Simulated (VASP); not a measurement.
# Be5Te2 in VASP: a series of runs, part 2 of 2

VASP 6.6.1. Earlier steps stand in the parts before.

**3. Single point, PBE**

This run uses another cell than the first one, of 17.74 Å³/atom, 1.003 times its volume.

Input file INCAR:

```
ALGO = Fast
EDIFF = 1E-6
ENCUT = 520
GGA = PE
ISIF = 2
ISMEAR = 0
LASPH = True
LCHARG = False
LREAL = False
LWAVE = False
NBANDS = 20
NELM = 100
PREC = Accurate
SIGMA = 0.1
```

Input file KPOINTS:

```
k-points
0
Gamma
  10 10 4
```

Input file POSCAR:

```
Be5Te2
1.0
    3.8209398383     -1.9939550265     -0.0700444793
    3.8209398383      1.9939550265     -0.0700444793
   -3.7901282556      0.0000000000      8.2203840082
Be Te
5 2
Direct
    0.0009428877      0.9990571123      0.0000000000
    0.5078708827      0.9248988558      0.9542181213
    0.0751011442      0.4921291173      0.0457818787
    0.3795532755      0.4151013521      0.8731246423
    0.5848986479      0.6204467245      0.1268753577
    0.7193644173      0.7673149620      0.7022580096
    0.2326850380      0.2806355827      0.2977419904
```

Potentials or basis: VASP PAW PBE potentials, release 64 (Be, Te).

The run is started by

```sh
$ cat potpaw_PBE.64/Be/POTCAR potpaw_PBE.64/Te/POTCAR > POTCAR
$ mpirun -np 1 vasp_std > vasp.out
```

OUTCAR:

```text
EDIFF = 1E-6
   ENCUT = 520
   GGA = PE
   ISIF = 2
   ISMEAR = 0
   LASPH = True
   LREAL = False
   NELM = 100
   PREC = Accurate

 ion  position               nearest neighbor table
   1  0.001  0.999  0.000-   2 2.19   3 2.19   5 2.20   4 2.20   3 2.20   2 2.20   5 2.33   4 2.33
                             7 2.55   6 2.55
   2  0.508  0.925  0.954-   3 2.13   3 2.13   1 2.19   1 2.20   4 2.20   5 2.23   4 2.35   6 2.49

   3  0.075  0.492  0.046-   2 2.13   2 2.13   1 2.19   1 2.20   5 2.20   4 2.23   5 2.35   7 2.49

   4  0.380  0.415  0.873-   5 2.14   1 2.20   2 2.20   3 2.23   1 2.33   2 2.35   6 2.46   6 2.50

   5  0.585  0.620  0.127-   4 2.14   1 2.20   3 2.20   2 2.23   1 2.33   3 2.35   7 2.46   7 2.50

   6  0.719  0.767  0.702-   4 2.46   2 2.49   4 2.50   1 2.55
   7  0.233  0.281  0.298-   5 2.46   3 2.49   5 2.50   1 2.55

  Warning from LATTYP: Got some problem with cell dimensions!
  Tried to take original basis but could not verify dimensions!
  LATTYP: Found a base centered monoclinic cell.
 ALAT       =     7.6431636060
 B/A-ratio  =     0.5217617022
 C/A-ratio  =     1.1711612948
 COS(beta)  =    -0.4136797317

  Lattice vectors:

 A1 = (  -3.8209398383,   1.9939550265,   0.0700444793)
 A2 = (  -3.8209398383,  -1.9939550265,   0.0700444793)
 A3 = (   3.8517514210,   0.0000000000,   8.0802950496)

Analysis of symmetry for initial positions (statically):
=====================================================================
 Subroutine PRICEL returns:
 Original cell was already a primitive cell.

 Routine SETGRP: Setting up the symmetry group for a
 base centered monoclinic supercell.

 Subroutine GETGRP returns: Found  2 space group operations
 (whereof  2 operations were pure point group operations)
 out of a pool of  4 trial point group operations.

The static configuration has the point symmetry C_2 .

Analysis of symmetry for dynamics (positions and initial velocities):
=====================================================================
 Subroutine PRICEL returns:
 Original cell was already a primitive cell.

 Routine SETGRP: Setting up the symmetry group for a
 base centered monoclinic supercell.

 Subroutine GETGRP returns: Found  2 space group operations
 (whereof  2 operations were pure point group operations)
 out of a pool of  4 trial point group operations.

The dynamic configuration has the point symmetry C_2 .

 Subroutine INISYM returns: Found  2 space group operations
 (whereof  2 operations are pure point group operations),
 and found     1 'primitive' translations

----------------------------------------------------------------------------------------

                                     Primitive cell

  volume of cell :     124.1999

  direct lattice vectors                    reciprocal lattice vectors
     3.820939838 -1.993955026 -0.070044479     0.131973311 -0.250757912  0.060848225
     3.820939838  1.993955026 -0.070044479     0.131973311  0.250757912  0.060848225
    -3.790128256  0.000000000  8.220384008     0.002249044  0.000000000  0.122685773

  length of vectors
     4.310492330  4.310492330  9.052059734     0.289825796  0.289825796  0.122706385

  position of ions in fractional coordinates (direct lattice)
     0.000942888  0.999057112  0.000000000
     0.507870883  0.924898856  0.954218121
[... 39 lines left out ...]

 Found    117 irreducible k-points:

 Following reciprocal coordinates:
            Coordinates               Weight
  0.000000  0.000000  0.000000      1.000000
  0.100000 -0.000000  0.000000      4.000000
  0.200000 -0.000000  0.000000      4.000000
  0.300000 -0.000000  0.000000      4.000000
  0.400000 -0.000000  0.000000      4.000000
  0.500000  0.000000 -0.000000      2.000000
[... 16 lines left out ...]
  0.300000  0.300000  0.000000      2.000000
  0.400000  0.300000 -0.000000      4.000000
 [... further k-points ...]
   k-points           NKPTS =    117   k-points in BZ     NKDIM =    117   number of bands    NBANDS=     20
   number of dos      NEDOS =    301   number of ions     NIONS =      7
   total plane-waves  NPLWV =  71680
   dimension x,y,z NGX =    32 NGY =   32 NGZ =   70
   dimension x,y,z NGXF=    64 NGYF=   64 NGZF=  140
   ions per type =               5   2
   NGX,Y,Z   is equivalent  to a cutoff of  12.34, 12.34, 12.86 a.u.
   NGXF,Y,Z  is equivalent  to a cutoff of  24.68, 24.68, 25.71 a.u.
 SYSTEM =  unknown system
   PREC   = accura    normal or accurate (medium, high low for compatibility)
   ISTART =      0    job   : 0-new  1-cont  2-samecut
   ICHARG =      2    charge: 1-file 2-atom 10-const
   ISPIN  =      1    spin polarized calculation?
   LNONCOLLINEAR =      F non collinear calculations
   LSORBIT =      F    spin-orbit coupling
   LASPH  =      T    aspherical Exc in radial PAW
   ENCUT  =  520.0 eV  38.22 Ry    6.18 a.u.   8.01  8.01 16.83*2*pi/ulx,y,z
   NELM   =    100;   NELMIN=  2; NELMDL= -5     # of ELM steps
   EDIFF  = 0.1E-05   stopping-criterion for ELM
   LREAL  =      F    real-space projection
   EDIFFG = 0.1E-04   stopping-criterion for IOM
   NSW    =      0    number of steps for IOM
   IBRION =     -1    ionic relax: 0-MD 1-quasi-New 2-CG
   NFREE  =      0    steps in history (QN), initial steepest desc. (CG)
   ISIF   =      2    stress and relaxation
   ISYM   =      2    0-nonsym 1-usesym 2-fastsym
   POTIM  = 0.5000    time-step for ionic-motion
   TEBEG  =    0.0;   TEEND  =   0.0 temperature during run
   PSTRESS=    0.0 pullay stress
   NELECT =      22.0000    total number of electrons
   NUPDOWN=      -1.0000    fix difference up-down
   EMIN   =  10.00;   EMAX   =-10.00  energy-range for DOS
   EFERMI =   0.00;   METHOD = LEGACY
   ISMEAR =     0;   SIGMA  =   0.10  broadening in eV -4-tet -1-fermi 0-gaus
   EFERMI_NEDOS =   21; number of points for ismear=-14 and -15
   IALGO  =     68    algorithm
   IMIX   =      4    mixing-type and parameters
     AMIX     =   0.40;   BMIX     =  1.00
     AMIX_MAG =   1.60;   BMIX_MAG =  1.00
  volume/ion in A,a.u.               =      17.74       119.73
  Fermi-wavevector in a.u.,A,eV,Ry     =   0.919409  1.737431 11.501173  0.845312
  Thomas-Fermi vector in A             =   2.044599
   LORBIT       =      0    0 simple, 1 ext, 2 COOP (PROOUT), +10 PAW based schemes
   GGA     = PE    functional components
   LHFCALC =     F    Hartree Fock is set to
   AEXX    =    0.0000 exact exchange contribution
   IVDW    =     0    specifies the selected vdW correction
   LEPSILON=     F    determine dielectric tensor
   LRPA    =     F    only Hartree local field effects (RPA)
 non-spin polarized calculation
 RMM-DIIS sequential band-by-band and
 Gauss-broadening in eV      SIGMA  =   0.10
  energy-cutoff  :      520.00
  volume of cell :      124.20
 maximum number of plane-waves:      3386
   NGX = 15   NGY = 15   NGZ = 33

 number of electron      22.0000000 magnetization

 Free energy of the ion-electron system (eV)
  ---------------------------------------------------
  ext. energy  EPLUGINS =         0.00000000
  ---------------------------------------------------
  free energy    TOTEN  =       -24.00732525 eV

  energy without entropy =      -24.00316811  energy(sigma->0) =      -24.00524668

 E-fermi :   4.5665     XC(G=0):  -8.9720

 val. band max:        4.5609574145   @ k =  -0.3000   0.0000   0.2500
 cond. band min:       4.5938188101   @ k =  -0.3000   0.1000   0.2500
 fundamental gap:      0.0328613957
 Fermi energy:         4.5665155310

 k-point     1 :       0.0000    0.0000    0.0000
  band No.  band energies     occupation
      1      -7.6050      2.00000
      2      -7.0597      2.00000
      3      -3.0786      2.00000
      4       0.8939      2.00000
      5       1.4803      2.00000
      6       2.2520      2.00000
[... 541 lines left out ...]
     19      10.9051      0.00000
     20      11.8101      0.00000

 [... further k-points ...]
[... 5 lines left out ...]
  --------------------------------------------------------------------------------------
  -------------------------------------------------------------------------------------
  Total        0.0535076      0.0914051      0.1161437      0.0000000      0.0000000      0.0240458
  in kB        0.6902469      1.1791244      1.4982524      0.0000000      0.0000000      0.3101906
  external PRESSURE =       1.1225413 kB  Pullay stress =       0.0000000 kB

 VOLUME and BASIS-vectors are now :
 -----------------------------------------------------------------------------
  energy-cutoff  :      520.00
  volume of cell :      124.20
      direct lattice vectors                 reciprocal lattice vectors
     3.820939838 -1.993955026 -0.070044479     0.131973311 -0.250757912  0.060848225
     3.820939838  1.993955026 -0.070044479     0.131973311  0.250757912  0.060848225
    -3.790128256  0.000000000  8.220384008     0.002249044  0.000000000  0.122685773

 POSITION                                       TOTAL-FORCE (eV/Angst)
 -----------------------------------------------------------------------------------
      3.82094      1.99019     -0.07004        -0.000000     -0.000017     -0.000000
      1.85792      0.83154      7.74368        -0.007992      0.000092      0.001968
      1.99383      0.83154      0.33661         0.007992      0.000092     -0.001968
     -0.27293      0.07088      7.12176         0.006959     -0.000338      0.009930
      4.12468      0.07088      0.95854        -0.006959     -0.000338     -0.009930
      3.01886      0.09561      5.66870        -0.008391      0.000255     -0.034574
      0.83289      0.09561      2.41160         0.008391      0.000255      0.034574
 -----------------------------------------------------------------------------------
    total drift:                                0.000000      0.000011     -0.000000

  FREE ENERGIE OF THE ION-ELECTRON SYSTEM (eV)
  ---------------------------------------------------
  free  energy   TOTEN  =       -24.0073252529 eV

  energy  without entropy=      -24.0031681144  energy(sigma->0) =      -24.00524668
```

stdout:

```text
POSCAR found type information on POSCAR BeTe
 POSCAR found :  2 types and       7 ions
 scaLAPACK will be used
 LDA part: xc-table for (Slater+PW92), standard interpolation
 POSCAR, INCAR and KPOINTS ok, starting setup
 FFT: planning ... GRIDC
 FFT: planning ... GRID_SOFT
 FFT: planning ... GRID
 WAVECAR not read
 entering main loop
```

Wall time 4.7 min (1 thread of Intel Xeon Platinum 8488C (Sapphire Rapids), shared host); peak memory 0.42 GiB.

Results:

| Quantity | Value |
| --- | --- |
| Free energy | -24.0073 eV |
| Pressure | 0.1 GPa |
| Largest force | 0.036 eV/Å |
| Band gap on the k mesh | zero (band 11 reaches 5.01 eV, above the bottom of band 12 at 4.31 eV) |

Forces on the atoms (eV/Å):
```
Be   0.000  0.000  0.000
Be  -0.008  0.000  0.002
Be   0.008  0.000 -0.002
Be   0.007  0.000  0.010
Be  -0.007  0.000 -0.010
Te  -0.008  0.000 -0.035
Te   0.008  0.000  0.035
```

Caveat: spin-orbit coupling is left out, which moves the levels of the heavy elements; this functional lacks dispersion, which binds the layers, so the pressure and a relaxed spacing across them are unreliable.
